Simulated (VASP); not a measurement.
I, 1 atom in the cell. It takes space group Fmmm (No. 69, orthorhombic). Conventional cell: a = 4.567 Å, b = 4.928 Å, c = 8.145 Å, α = 90.00°, β = 90.00°, γ = 90.00°. Within 4.4 Å of I (site symmetry mmm) lie 4 I at 3.36 Å. 

* Program: VASP 6.6.1
* Task: single point
* Functional: PBE
* Potentials or basis: VASP PAW PBE potentials, release 64 (I)
* Cutoff: 500 eV
* k mesh: 3 × 1 × 5
* Occupations: gaussian, width 0.1 eV
* Spin: no spin polarisation
* Dipole correction: no
* Further INCAR settings: ALGO = Normal; EDIFF = 1e-06; NBANDS = 10; ISYM = 0

Potentials or basis: VASP PAW PBE potentials, release 64 (I).

The run is started by

```sh
$ cat potpaw_PBE.64/I/POTCAR > POTCAR
$ mpirun -np 1 vasp_std > vasp.out
```

Hardware: 1 thread of Intel Xeon 8259CL (shared host).

Q: Estimate the wall time of this run.

A: It took 15 s on 1 thread of Intel Xeon 8259CL, on a shared host, peak memory 0.17 GiB. Counts: scf iterations 11, k points 8.
